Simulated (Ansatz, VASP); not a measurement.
Two plane-wave programs on ScIr

```
Sc Ir
1.0
     3.20600    0.00000    0.00000
     0.00000    3.20600    0.00000
     0.00000    0.00000    3.20600
Sc Ir
1 1
Cartesian
  1.6030 1.6030 1.6030
  0.0000 0.0000 0.0000
```

Alike in both runs: task relaxation of cell and atoms; functional LDA; k mesh 14 × 14 × 14; occupations fermi-dirac, width 0.08 eV; no spin polarisation.

|  | VASP | Ansatz |
| --- | --- | --- |
| version | VASP 6.6.1 | Ansatz 0.2.0 |
| potentials or method | VASP PAW LDA potentials, release 64 (Sc_sv, Ir_sv_GW) | PAW with Ansatz's default frozen-core files, scalar-relativistic |
| plane-wave cutoff (eV) | 560 | 420 |
| valence electrons in the cell | 28 | 28 |

```tsv
	VASP	Ansatz	Ansatz less VASP
relaxed volume (Å³/atom)	15.84	15.81	-0.032
relaxed length of the cell vector where the two differ most in proportion (Å)	3.164	3.162	-0.0022
```

LDA's correlation is that of Perdew and Zunger in VASP and of Perdew and Wang (1992) in Ansatz.

Spin-orbit coupling is off throughout.
